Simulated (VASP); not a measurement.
Crystal: CuAu.

```
Cu Au
1.0
     1.44306    0.83315    4.25617
    -1.44306    0.83315    4.25617
     0.00000   -1.66630    4.25617
Cu Au
1 1
Direct
  0.50000 0.50000 0.50000
  0.00000 0.00000 0.00000
```

* Program: VASP 6.6.1
* Task: relaxation of cell and atoms
* Functional: PBEsol
* Potentials or basis: VASP PAW PBE potentials, release 64 (Cu, Au)
* Cutoff: 600 eV
* k mesh: 10 × 10 × 10
* Occupations: fermi-dirac, width 0.1 eV
* Spin: no spin polarisation

At the start: pressure -7.7 GPa; volume 15.35 Å³/atom.

Task: How do energy, volume and symmetry change on relaxing?

Result: Over 3 steps the energy falls by 20.9 meV/atom and the volume is 14.55 Å³/atom (-5.2 %); space group R-3m (No. 166, to 0.1 Å) before and after.

The path:
```
step  energy change (eV)  largest force (eV/Å)  pressure (GPa)  volume (Å³)
   1              0.0000                0.0000           -7.72        30.70
   2              0.0063                0.0000           10.56        27.53
   3             -0.0418                0.0000           -0.16        29.09
```

Final structure:
```
CELL_PARAMETERS angstrom
1.41804 0.81870 4.17649
-1.41804 0.81870 4.17649
0.00000 -1.63741 4.17649
ATOMIC_POSITIONS crystal
Cu 0.50000 0.50000 0.50000
Au 0.00000 0.00000 0.00000
```

Caveat: the PAW data sets were made with another functional, which shifts forces and pressure a little.
